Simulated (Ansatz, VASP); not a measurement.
SiNi3 in VASP and in Ansatz

```
Si Ni
1.0
    -2.33494    2.33494    2.33494
     2.33494   -2.33494    2.33494
     2.33494    2.33494   -2.33494
Si Ni
1 3
Direct
  0.00000 0.00000 0.00000
  0.00000 0.50000 0.50000
  0.50000 0.00000 0.50000
  0.50000 0.50000 0.00000
```

Alike in both runs: functional PBE; k mesh 14 × 14 × 14; occupations gaussian, width 0.1 eV; no spin polarisation.

Ansatz relaxed the structure, and its values are those at the end. VASP's run is a single point on that final structure, the one shown.

|  | VASP | Ansatz |
| --- | --- | --- |
| version | VASP 6.6.1 | Ansatz 0.2.0 |
| potentials or method | VASP PAW PBE potentials, release 64 (Si, Ni), cutoff 520 eV | scalar-relativistic, plane waves, PAW |
| valence electrons in the cell | 34 | 58 |

Ansatz gave:

```
gap on the k mesh at the Fermi level (eV) : none
pressure (GPa)                            : 0.0
```

**Question.** Which values does VASP return?

**Answer.** gap on the k mesh at the Fermi level (eV): none; pressure (GPa): 0.1.

A gap of «none» marks a metal or a gap that the smearing closes. VASP's potentials hold 34 valence electrons a cell and Ansatz's 58, so a difference there can come from the potentials and not from the codes.
